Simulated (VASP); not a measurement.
# InSb (F-43m) in VASP: settings compared

The runs below take InSb through single point, with PBE, PBEsol.

Program: VASP 6.6.1. These are calculated values, not measurements. Logs are shortened: lines on timing, memory, paths and dates and some standing lists are left out, and cuts for length are marked.

**Experimental background.**

“Electronic Structure and Epitaxy of CdTe Shells on InSb Nanowires”, 2021, arxiv:2111.05126 quotes, for a bulk crystal of InSb: band gap 0.24 eV.

The results are compared with them further down.

## (1) The cell of the first run

It takes space group F-43m (No. 216, cubic). The conventional cell has a = 6.499 Å, b = 6.499 Å, c = 6.499 Å, α = 90.00°, β = 90.00°, γ = 90.00°. In (site symmetry -43m) has 4 Sb at 2.81 Å within 3.7 Å. Sb (site symmetry -43m) has 4 In at 2.81 Å within 3.7 Å.

## (2) Single point, PBE (volume scaled by 0.94)

Contents of INCAR:

```
  PREC = Accurate
  ENCUT = 520
  EDIFF = 1E-6
  ISMEAR = 0
  SIGMA = 0.1
  LREAL = False
  LASPH = True
  NELM = 60
  ALGO = Normal
  ISIF = 2
  LWAVE = False
  LCHARG = True
  GGA = PE
  LELF = True
  LVHAR = True
  NBANDS = 16
```

Contents of KPOINTS:

```
regular mesh
0
Gamma
  12 12 12
```

Contents of POSCAR:

```
InSb
1.0
    0.0000000000      3.2497034346      3.2497034346
    3.2497034346      0.0000000000      3.2497034346
    3.2497034346      3.2497034346      0.0000000000
In Sb
1 1
Direct
    0.0000000000      0.0000000000      0.0000000000
    0.2500000000      0.2500000000      0.2500000000
```

Potentials or basis: VASP PAW PBE potentials, release 64 (In_d, Sb).

Started as:

```console
$ cat potpaw_PBE.64/In_d/POTCAR potpaw_PBE.64/Sb/POTCAR > POTCAR
$ mpirun -np 1 vasp_std > vasp.out
```

OUTCAR:

```text
PREC = Accurate
   ENCUT = 520
   EDIFF = 1E-6
   ISMEAR = 0
   LREAL = False
   LASPH = True
   NELM = 60
   ISIF = 2
   GGA = PE

 ion  position               nearest neighbor table
   1  0.000  0.000  0.000-   2 2.81   2 2.81   2 2.81   2 2.81
   2  0.250  0.250  0.250-   1 2.81   1 2.81   1 2.81   1 2.81

  LATTYP: Found a face centered cubic cell.
 ALAT       =     6.4994068692

  Lattice vectors:

 A1 = (   0.0000000000,   3.2497034346,   3.2497034346)
 A2 = (   3.2497034346,   0.0000000000,   3.2497034346)
 A3 = (   3.2497034346,   3.2497034346,   0.0000000000)

Analysis of symmetry for initial positions (statically):
=====================================================================
 Subroutine PRICEL returns:
 Original cell was already a primitive cell.

 Routine SETGRP: Setting up the symmetry group for a
 face centered cubic supercell.

 Subroutine GETGRP returns: Found 24 space group operations
 (whereof 24 operations were pure point group operations)
 out of a pool of 48 trial point group operations.

The static configuration has the point symmetry T_d .

Analysis of symmetry for dynamics (positions and initial velocities):
=====================================================================
 Subroutine PRICEL returns:
 Original cell was already a primitive cell.

 Routine SETGRP: Setting up the symmetry group for a
 face centered cubic supercell.

 Subroutine GETGRP returns: Found 24 space group operations
 (whereof 24 operations were pure point group operations)
 out of a pool of 48 trial point group operations.

The dynamic configuration has the point symmetry T_d .

 Subroutine INISYM returns: Found 24 space group operations
 (whereof 24 operations are pure point group operations),
 and found     1 'primitive' translations

----------------------------------------------------------------------------------------

                                     Primitive cell

  volume of cell :      68.6375

  direct lattice vectors                    reciprocal lattice vectors
     0.000000000  3.249703435  3.249703435    -0.153860194  0.153860194  0.153860194
     3.249703435  0.000000000  3.249703435     0.153860194 -0.153860194  0.153860194
     3.249703435  3.249703435  0.000000000     0.153860194  0.153860194 -0.153860194

  length of vectors
     4.595774671  4.595774671  4.595774671     0.266493673  0.266493673  0.266493673

  position of ions in fractional coordinates (direct lattice)
     0.000000000  0.000000000  0.000000000
     0.250000000  0.250000000  0.250000000

  ion indices of the primitive-cell ions
   primitive index   ion index
                 1           1
                 2           2

----------------------------------------------------------------------------------------

 KPOINTS: regular mesh

Automatic generation of k-mesh.
 Grid dimensions read from file:
 generate k-points for:   12   12   12

 Generating k-lattice:

  Cartesian coordinates                     Fractional coordinates (reciprocal lattice)
    -0.012821683  0.012821683  0.012821683     0.083333333  0.000000000  0.000000000
     0.012821683 -0.012821683  0.012821683     0.000000000  0.083333333  0.000000000
     0.012821683  0.012821683 -0.012821683     0.000000000  0.000000000  0.083333333

  Length of vectors
     0.022207806  0.022207806  0.022207806

  Shift w.r.t. Gamma in fractional coordinates (k-lattice)
     0.000000000  0.000000000  0.000000000

 Subroutine IBZKPT returns following result:
 ===========================================

 Found     72 irreducible k-points:

 Following reciprocal coordinates:
            Coordinates               Weight
  0.000000  0.000000  0.000000      1.000000
  0.083333  0.000000  0.000000      8.000000
  0.166667  0.000000  0.000000      8.000000
  0.250000  0.000000  0.000000      8.000000
  0.333333  0.000000  0.000000      8.000000
  0.416667  0.000000  0.000000      8.000000
[... 16 lines left out ...]
  0.500000  0.166667  0.000000     24.000000
 -0.416667  0.166667  0.000000     24.000000
 [... further k-points ...]
[... 50 lines left out ...]
      4      -9.4979      2.00000
      5      -9.4963      2.00000
      6      -5.5689      2.00000
[... 8 lines left out ...]
     15      12.1470      0.00000
     16      13.3365      0.00000

 k-point     9 :       0.1667    0.0833    0.0000
  band No.  band energies     occupation
      1      -9.5926      2.00000
      2      -9.5736      2.00000
      3      -9.5729      2.00000
      4      -9.4989      2.00000
      5      -9.4959      2.00000
      6      -5.4258      2.00000
[... 8 lines left out ...]
     15      11.9564      0.00000
     16      13.0083      0.00000
[... 172 lines left out ...]
 k-point    19 :       0.1667    0.1667    0.0000
  band No.  band energies     occupation
      1      -9.6005      2.00000
      2      -9.5691      2.00000
      3      -9.5691      2.00000
      4      -9.5008      2.00000
      5      -9.4947      2.00000
      6      -5.3237      2.00000
[... 8 lines left out ...]
     15      12.3861      0.00000
     16      13.5449      0.00000

 k-point    20 :       0.2500    0.1667    0.0000
  band No.  band energies     occupation
      1      -9.6101      2.00000
      2      -9.5646      2.00000
      3      -9.5640      2.00000
      4      -9.5025      2.00000
      5      -9.4939      2.00000
      6      -5.1091      2.00000
[... 8 lines left out ...]
     15      13.0795      0.00000
     16      13.4842      0.00000

 k-point    21 :       0.3333    0.1667    0.0000
  band No.  band energies     occupation
      1      -9.6194      2.00000
      2      -9.5610      2.00000
      3      -9.5592      2.00000
      4      -9.5031      2.00000
      5      -9.4933      2.00000
      6      -4.8056      2.00000
[... 8 lines left out ...]
     15      13.3251      0.00000
     16      13.6653      0.00000

 k-point    22 :       0.4167    0.1667    0.0000
  band No.  band energies     occupation
      1      -9.6267      2.00000
      2      -9.5585      2.00000
      3      -9.5559      2.00000
      4      -9.5023      2.00000
      5      -9.4932      2.00000
      6      -4.4661      2.00000
[... 8 lines left out ...]
     15      13.5788      0.00000
     16      14.2257      0.00000

 k-point    23 :       0.5000    0.1667    0.0000
  band No.  band energies     occupation
      1      -9.6306      2.00000
      2      -9.5574      2.00000
      3      -9.5547      2.00000
      4      -9.5005      2.00000
      5      -9.4940      2.00000
      6      -4.1998      2.00000
[... 8 lines left out ...]
     15      13.9923      0.00000
     16      14.2613      0.00000

 k-point    24 :      -0.4167    0.1667    0.0000
  band No.  band energies     occupation
      1      -9.6302      2.00000
      2      -9.5574      2.00000
      3      -9.5556      2.00000
      4      -9.4983      2.00000
      5      -9.4958      2.00000
      6      -4.1578      2.00000
[... 8 lines left out ...]
     15      13.2367      0.00000
     16      13.5598      0.00000

 [... further k-points ...]

------------------------ aborting loop because EDIFF is reached ----------------------------------------

  FORCE on cell =-STRESS in cart. coord.  units (eV):
  Direction    XX          YY          ZZ          XY          YZ          ZX
  --------------------------------------------------------------------------------------
  -------------------------------------------------------------------------------------
  Total        1.1218861      1.1218861      1.1218861      0.0000000      0.0000000     -0.0000000
  in kB       26.1877498     26.1877498     26.1877498      0.0000000      0.0000000     -0.0000000
  external PRESSURE =      26.1877498 kB  Pullay stress =       0.0000000 kB

 VOLUME and BASIS-vectors are now :
 -----------------------------------------------------------------------------
  energy-cutoff  :      520.00
  volume of cell :       68.64
      direct lattice vectors                 reciprocal lattice vectors
     0.000000000  3.249703435  3.249703435    -0.153860194  0.153860194  0.153860194
     3.249703435  0.000000000  3.249703435     0.153860194 -0.153860194  0.153860194
     3.249703435  3.249703435  0.000000000     0.153860194  0.153860194 -0.153860194

 POSITION                                       TOTAL-FORCE (eV/Angst)
 -----------------------------------------------------------------------------------
      0.00000      0.00000      0.00000        -0.000000      0.000000      0.000000
      1.62485      1.62485      1.62485         0.000000     -0.000000     -0.000000
 -----------------------------------------------------------------------------------
    total drift:                               -0.000000     -0.000000     -0.000000

  FREE ENERGIE OF THE ION-ELECTRON SYSTEM (eV)
  ---------------------------------------------------
  free  energy   TOTEN  =        -6.9189642597 eV

  energy  without entropy=       -6.9188175943  energy(sigma->0) =       -6.91889093
```

It took 86 s on 1 thread of AMD EPYC 7R43 (Zen 3), shared host; peak memory 0.22 GiB.

What came out:

```
Free energy            : -6.9190 eV
Pressure               : 2.6 GPa
Band gap on the k mesh : zero (filled and empty bands touch)
```

Levels at points of the mesh, in eV from the Fermi level:
```csv
k point,band 7,band 8,band 9,band 10,band 11,band 12
"(0.00, 0.00, 0.00)",-0.30,-0.06,-0.06,-0.06,2.91,2.91
"(0.50, 0.00, 0.00)",-5.63,-1.05,-1.05,0.47,3.76,3.76
"(0.50, 0.50, 0.00)",-5.93,-2.29,-2.29,1.28,1.31,8.04
```

Caveat: the cell differs from its parent crystal (volume scaled by 0.94); spin-orbit coupling is left out, which moves the levels of the heavy elements.

## (3) Single point, PBE

Contents of INCAR:

```
PREC = Accurate ; ENCUT = 520
EDIFF = 1E-6 ; ISMEAR = 0
SIGMA = 0.1 ; LREAL = False
LASPH = True ; NELM = 100
ALGO = Normal ; ISIF = 2
LWAVE = False ; LCHARG = True
GGA = PE ; LELF = True
LVHAR = True ; NBANDS = 16
```

Contents of KPOINTS:

```
Automatic mesh
0
Gamma
  12 12 12
```

Contents of POSCAR:

```
InSb
1.0
    0.0000000000      3.2839133532      3.2839133532
    3.2839133532      0.0000000000      3.2839133532
    3.2839133532      3.2839133532      0.0000000000
In Sb
1 1
Direct
    0.0000000000      0.0000000000      0.0000000000
    0.2500000000      0.2500000000      0.2500000000
```

Potentials or basis: VASP PAW PBE potentials, release 64 (In_d, Sb).

Started as:

```console
$ cat potpaw_PBE.64/In_d/POTCAR potpaw_PBE.64/Sb/POTCAR > POTCAR
$ mpirun -np 1 vasp_std > vasp.out
```

Run time: 90 s. Hardware: 1 thread of AMD EPYC 7R43 (Zen 3), shared host; peak memory 0.22 GiB.

The run converged. Its results:

```yaml
Free_energy: -6.9451 eV
Pressure: 1.2 GPa
Band_gap_on_the_k_mesh: zero (filled and empty bands touch)
```

Levels at points of the mesh, in eV from the Fermi level:
| k point | band 5 | band 6 | band 7 | band 8 | band 9 | band 10 | band 11 | band 12 | band 13 | band 14 |
| --- | --- | --- | --- | --- | --- | --- | --- | --- | --- | --- |
| (0.00, 0.00, 0.00) | -14.51 | -10.52 | -0.48 | -0.06 | -0.06 | -0.06 | 2.91 | 2.91 | 2.91 | 5.63 |
| (0.50, 0.00, 0.00) | -14.51 | -9.26 | -5.49 | -1.00 | -1.00 | 0.41 | 3.75 | 3.75 | 6.06 | 7.99 |
| (0.50, 0.50, 0.00) | -14.50 | -8.70 | -5.80 | -2.19 | -2.19 | 1.29 | 1.36 | 7.85 | 7.85 | 8.48 |

Caveat: spin-orbit coupling is left out, which moves the levels of the heavy elements.

## (4) Single point, PBEsol

This run uses another cell than the first one, of 35.41 Å³/atom, 1.032 times its volume.

Contents of INCAR:

```
SYSTEM = InSb
PREC = Accurate ; ENCUT = 520
EDIFF = 1E-7 ; ISMEAR = 0
SIGMA = 0.1 ; LREAL = .False.
LASPH = .True. ; NELM = 100
ALGO = Normal ; ISIF = 2
LWAVE = .False. ; LCHARG = .True.
GGA = PS ; LELF = .True.
LVHAR = .True. ; NBANDS = 16
```

Contents of KPOINTS:

```
regular mesh
0
Gamma
  12 12 12
  0 0 0
```

POSCAR is that of step 3.

Started as:

```console
$ cat potpaw_PBE.64/In_d/POTCAR potpaw_PBE.64/Sb/POTCAR > POTCAR
$ mpirun -np 1 vasp_std > vasp.out
```

It took 89 s on 1 thread of AMD EPYC 7R43 (Zen 3), shared host; peak memory 0.22 GiB.

Results (log left out):

```yaml
Free_energy: -7.6967 eV
Pressure: -0.9 GPa
Band_gap_on_the_k_mesh: zero (filled and empty bands touch)
```

Levels at points of the mesh, in eV from the Fermi level:
| k point | band 6 | band 7 | band 8 | band 9 | band 10 | band 11 | band 12 | band 13 |
| --- | --- | --- | --- | --- | --- | --- | --- | --- |
| (0.00, 0.00, 0.00) | -10.55 | -0.55 | -0.06 | -0.06 | -0.06 | 2.88 | 2.88 | 2.88 |
| (0.50, 0.00, 0.00) | -9.28 | -5.53 | -1.01 | -1.01 | 0.34 | 3.71 | 3.71 | 5.92 |
| (0.50, 0.50, 0.00) | -8.72 | -5.84 | -2.20 | -2.20 | 1.23 | 1.27 | 7.82 | 7.82 |

Caveat: the PAW data sets were made with another functional, which shifts forces and pressure a little; spin-orbit coupling is left out, which moves the levels of the heavy elements.

## (5) Single point, PBE

This run uses another cell than the first one, of 36.51 Å³/atom, 1.064 times its volume.

Contents of INCAR:

```
PREC     = Accurate       # precision mode
ENCUT    = 520            # plane-wave cutoff, eV
EDIFF    = 1E-7           # SCF threshold, eV
ISMEAR   = 0              # smearing method
SIGMA    = 0.1            # smearing width, eV
LREAL    = F              # projectors in reciprocal space
LASPH    = T              # aspherical terms in the spheres
NELM     = 80             # most SCF steps
ALGO     = Normal         # electronic algorithm
ISIF     = 2              # what is computed and relaxed
LWAVE    = F              # write WAVECAR
LCHARG   = F              # write CHGCAR
GGA      = PE             # functional
NBANDS   = 16             # bands
```

Contents of KPOINTS:

```
regular mesh
0
Gamma
  12 12 12
```

Contents of POSCAR:

```
InSb
1.0
    0.0000000000      3.3174249877      3.3174249877
    3.3174249877      0.0000000000      3.3174249877
    3.3174249877      3.3174249877      0.0000000000
In Sb
1 1
Direct
    0.0000000000      0.0000000000      0.0000000000
    0.2500000000      0.2500000000      0.2500000000
```

Started as:

```console
$ cat potpaw_PBE.64/In_d/POTCAR potpaw_PBE.64/Sb/POTCAR > POTCAR
$ mpirun -np 1 vasp_std > vasp.out
```

Wall time 99 s (1 thread of AMD EPYC 7R43 (Zen 3), shared host); peak memory 0.21 GiB.

The run converged. Its results:

```
Free energy            : -6.9532 eV
Pressure               : 0.0 GPa
Band gap on the k mesh : zero (filled and empty bands touch)
```

Levels at points of the mesh, in eV from the Fermi level:
| k point | band 5 | band 6 | band 7 | band 8 | band 9 | band 10 | band 11 | band 12 | band 13 | band 14 |
| --- | --- | --- | --- | --- | --- | --- | --- | --- | --- | --- |
| (0.00, 0.00, 0.00) | -14.46 | -10.35 | -0.65 | -0.06 | -0.06 | -0.06 | 2.90 | 2.90 | 2.90 | 5.60 |
| (0.50, 0.00, 0.00) | -14.46 | -9.16 | -5.36 | -0.96 | -0.96 | 0.36 | 3.74 | 3.74 | 6.06 | 7.82 |
| (0.50, 0.50, 0.00) | -14.46 | -8.63 | -5.68 | -2.10 | -2.10 | 1.30 | 1.41 | 7.67 | 7.67 | 8.29 |

Caveat: spin-orbit coupling is left out, which moves the levels of the heavy elements.

## (6) Single point, PBE

This run uses another cell than the first one, of 36.51 Å³/atom, 1.064 times its volume.

Contents of INCAR:

```
SYSTEM = InSb
PREC = Accurate
ENCUT = 520
EDIFF = 1E-6
ISMEAR = 0
SIGMA = 0.1
LREAL = .FALSE.
LASPH = .TRUE.
NELM = 100
ALGO = Normal
ISIF = 2
LWAVE = .FALSE.
LCHARG = .TRUE.
GGA = PE
LELF = .TRUE.
LVHAR = .TRUE.
NBANDS = 16
```

Contents of KPOINTS:

```
Automatic mesh
0
G
  12 12 12
  0 0 0
```

POSCAR is that of step 5.

Potentials or basis: VASP PAW PBE potentials, release 64 (In_d, Sb).

Started as:

```console
$ cat potpaw_PBE.64/In_d/POTCAR potpaw_PBE.64/Sb/POTCAR > POTCAR
$ mpirun -np 1 vasp_std > vasp.out
```

It took 89 s on 1 thread of AMD EPYC 7R43 (Zen 3), shared host; peak memory 0.22 GiB.

Results (log left out):

```
Free energy            : -6.9532 eV
Pressure               : 0.0 GPa
Band gap on the k mesh : zero (filled and empty bands touch)
```

Levels at points of the mesh, in eV from the Fermi level:
```tsv
k point	band 6	band 7	band 8	band 9	band 10	band 11	band 12	band 13
(0.00, 0.00, 0.00)	-10.35	-0.65	-0.06	-0.06	-0.06	2.90	2.90	2.90
(0.50, 0.00, 0.00)	-9.16	-5.36	-0.96	-0.96	0.36	3.74	3.74	6.06
(0.50, 0.50, 0.00)	-8.63	-5.68	-2.10	-2.10	1.30	1.41	7.67	7.67
```

Caveat: spin-orbit coupling is left out, which moves the levels of the heavy elements.

## (7) The runs side by side

```csv
level,cell,gap on the mesh (eV),pressure (GPa)
PBE,"a = 4.596 Å, angles 60.0°, 2 atoms",none,2.6
PBE,"a = 4.644 Å, angles 60.0°, 2 atoms",none,1.2
PBEsol,"a = 4.644 Å, angles 60.0°, 2 atoms",none,-0.9
PBE,"a = 4.692 Å, angles 60.0°, 2 atoms",none,0.0
```

Alike in all rows: task single point; potentials or basis VASP PAW PBE potentials, release 64 (In_d, Sb); no spin polarisation; k mesh 12 × 12 × 12; cutoff (eV) 520; smearing gaussian 0.1 eV.

Caveats: spin-orbit coupling is left out, which moves the levels of the heavy elements; the PAW data sets were made with another functional, which shifts forces and pressure a little (some runs).

Total energies depend on the potentials used, so only differences within one code and one set of settings carry meaning.

## (8) Against experiment

Step 4. Measured gap of InSb: 0.24 eV (quoted in “Electronic Structure and Epitaxy of CdTe Shells on InSb Nanowires”, 2021, arxiv:2111.05126). This calculation gives 0.00 eV (-0.24 eV). Spin-orbit coupling on In, Sb is left out. The value is that of PBEsol on a finite k mesh, which can miss the band edges, without temperature or zero-point motion. Semilocal functionals fall short of measured gaps as a rule.

Step 5. A measured gap of InSb is 0.24 eV (quoted in “Electronic Structure and Epitaxy of CdTe Shells on InSb Nanowires”, 2021, arxiv:2111.05126); the calculated 0.00 eV misses it by -0.24 eV. Spin-orbit coupling on In, Sb is left out. The value is that of PBE on a finite k mesh, which can miss the band edges, without temperature or zero-point motion. Semilocal functionals fall short of measured gaps as a rule.

Step 6. Against the measured gap of InSb, 0.24 eV (quoted in “Electronic Structure and Epitaxy of CdTe Shells on InSb Nanowires”, 2021, arxiv:2111.05126), the calculated 0.00 eV is off by -0.24 eV. Spin-orbit coupling on In, Sb is left out. The value is that of PBE on a finite k mesh, which can miss the band edges, without temperature or zero-point motion. Semilocal functionals fall short of measured gaps as a rule.
